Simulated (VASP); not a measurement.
Wanted: the native input for a VASP 6.6.1 run.

```
Task                   : single point
Functional             : PBE
Potentials or basis    : VASP PAW PBE potentials, release 64 (Ag, I)
Cutoff                 : 500 eV
k mesh                 : 6 × 6 × 4
Occupations            : gaussian, width 0.02 eV
Spin                   : no spin polarisation
Dipole correction      : no
Further INCAR settings : ALGO = Normal; EDIFF = 1e-06; NBANDS = 26
```

The structure of AgI lies in POSCAR:

```
AgI
1.0
    4.8971696966      0.0000000000      0.0000000000
   -2.4485848483      4.2410733639      0.0000000000
    0.0000000000      0.0000000000      7.3208891302
Ag I
2 2
Direct
    0.3333333333      0.6666666667     -0.0084578572
    0.6666666667      0.3333333333      0.4915421428
    0.3333333333      0.6666666667      0.3883578572
    0.6666666667      0.3333333333      0.8883578572
```

The input as run:

INCAR

```
SYSTEM = AgI
PREC     = Accurate       ! precision mode
ENCUT    = 500            ! plane-wave cutoff, eV
EDIFF    = 1E-6           ! SCF threshold, eV
ISMEAR   = 0              ! smearing method
SIGMA    = 0.02           ! smearing width, eV
LREAL    = .FALSE.        ! projectors in reciprocal space
LASPH    = .TRUE.         ! aspherical terms in the spheres
NELM     = 120            ! most SCF steps
ALGO     = Normal         ! electronic algorithm
ISIF     = 2              ! what is computed and relaxed
LWAVE    = .FALSE.        ! write WAVECAR
LCHARG   = .TRUE.         ! write CHGCAR
GGA      = PE             ! functional
LELF     = .TRUE.         ! ELF
LVHAR    = .TRUE.       
NBANDS   = 26             ! bands
GGA_COMPAT= .FALSE.
```

KPOINTS

```
regular mesh
0
G
  6 6 4
  0 0 0
```

Potentials or basis: VASP PAW PBE potentials, release 64 (Ag, I).

Command:

```console
$ cat potpaw_PBE.64/Ag/POTCAR potpaw_PBE.64/I/POTCAR > POTCAR
$ mpirun -np 1 vasp_std > vasp.out
```

Results of the run:

- Pressure: -1.2 GPa
- Band gap on the k mesh: 1.41 eV, direct

Caveat: spin-orbit coupling is left out, which moves the levels of the heavy elements.

Wall time 40 s on 1 thread of Intel(R) Xeon(R) 6975P-C (Granite Rapids), on a shared host, peak memory 0.27 GiB.
